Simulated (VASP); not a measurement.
Hg, 1 atom in the cell. The structure is cubic, space group Im-3m (No. 229). The conventional cell has a = 2.725 Å, b = 2.725 Å, c = 2.725 Å, α = 90.00°, β = 90.00°, γ = 90.00°. Within 3.1 Å of Hg (site symmetry m-3m) lie 14 Hg at 2.36 to 2.72 Å. 

- Program: VASP 6.6.1
- Task: single point
- Functional: LDA
- Potentials or basis: VASP PAW LDA potentials, release 64 (Hg_sv_GW)
- Cutoff: 550 eV
- k mesh: 15 × 15 × 15
- Occupations: fermi-dirac, width 0.1 eV
- Spin: no spin polarisation
- Dipole correction: no
- Further INCAR settings: ALGO = Normal; EDIFF = 1e-06; NBANDS = 16

Potentials or basis: VASP PAW LDA potentials, release 64 (Hg_sv_GW).

Launch:

```sh
$ cat potpaw_LDA.64/Hg_sv_GW/POTCAR > POTCAR
$ mpirun -np 1 vasp_std > vasp.out
```

Hardware: 1 thread of AMD EPYC 7R43 64-Core Processor (Zen 3), with other jobs on the host.

Task: Estimate the wall time of this run.

Result: Run time: 15 s on 1 thread of AMD EPYC 7R43 64-Core Processor (Zen 3), with other jobs on the host, peak memory 0.11 GiB. Counts: scf iterations 11, k points 120.
